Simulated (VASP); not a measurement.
A run of VASP 6.6.1:

File INCAR:

```
SYSTEM = Ca2BPb
PREC     = Accurate       ! precision mode
ENCUT    = 520            ! plane-wave cutoff, eV
EDIFF    = 1E-6           ! SCF threshold, eV
ISMEAR   = 0              ! smearing method
SIGMA    = 0.1            ! smearing width, eV
LREAL    = .False.        ! projectors in reciprocal space
LASPH    = .True.         ! aspherical terms in the spheres
NELM     = 100            ! most SCF steps
ALGO     = Fast           ! electronic algorithm
ISIF     = 2              ! what is computed and relaxed
LWAVE    = .False.        ! write WAVECAR
LCHARG   = .True.         ! write CHGCAR
GGA      = PE             ! functional
LELF     = .True.         ! ELF
LVHAR    = .True.       
NBANDS   = 26             ! bands
```

The input KPOINTS:

```
regular mesh
0
Gamma
  4 4 4
  0 0 0
```

The input POSCAR:

```
Ca2BPb
1.0
    5.0308234722      0.0000000000      0.0000000000
    0.0000000000      5.0308234722      0.0000000000
    0.0000000000      0.0000000000      3.8655751093
Ca B Pb
2 1 1
Direct
    0.5000000000      0.0000000000      0.5000000000
    0.0000000000      0.5000000000      0.5000000000
    0.0000000000      0.0000000000      0.0000000000
    0.5000000000      0.5000000000      0.0000000000
```

Potentials or basis: VASP PAW PBE potentials, release 64 (Ca_sv, B, Pb_d).

Command:

```bash
$ cat potpaw_PBE.64/Ca_sv/POTCAR potpaw_PBE.64/B/POTCAR potpaw_PBE.64/Pb_d/POTCAR > POTCAR
$ mpirun -np 1 vasp_std > vasp.out
```

Hardware: 1 thread of Intel(R) Xeon(R) 6975P-C (Granite Rapids), with other jobs on the host.

Task: How long does it take, and how much memory?

Result: It took 51 s on 1 thread of Intel(R) Xeon(R) 6975P-C (Granite Rapids), with other jobs on the host, peak memory 0.23 GiB. Counts: scf iterations 26, k points 18.
